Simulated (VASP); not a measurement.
Here is a VASP 6.6.1 calculation.

Contents of INCAR:

```
  ALGO = Normal
  EDIFF = 1E-7
  ENCUT = 520
  GGA = PE
  ISIF = 2
  ISMEAR = 1
  LASPH = True
  LCHARG = False
  LREAL = False
  LWAVE = False
  NBANDS = 10
  NELM = 60
  PREC = Accurate
  SIGMA = 0.6
```

KPOINTS

```
k-points
0
Gamma
  11 11 11
```

Contents of POSCAR:

```
Na
1.0
   -2.0985562613      2.0985562613      2.0985562613
    2.0985562613     -2.0985562613      2.0985562613
    2.0985562613      2.0985562613     -2.0985562613
Na
1
Direct
    0.0000000000      0.0000000000      0.0000000000
```

Potentials or basis: VASP PAW PBE potentials, release 64 (Na_pv).

Launch:

```sh
$ cat potpaw_PBE.64/Na_pv/POTCAR > POTCAR
$ mpirun -np 1 vasp_std > vasp.out
```

Estimate the pressure.

0.0 GPa.
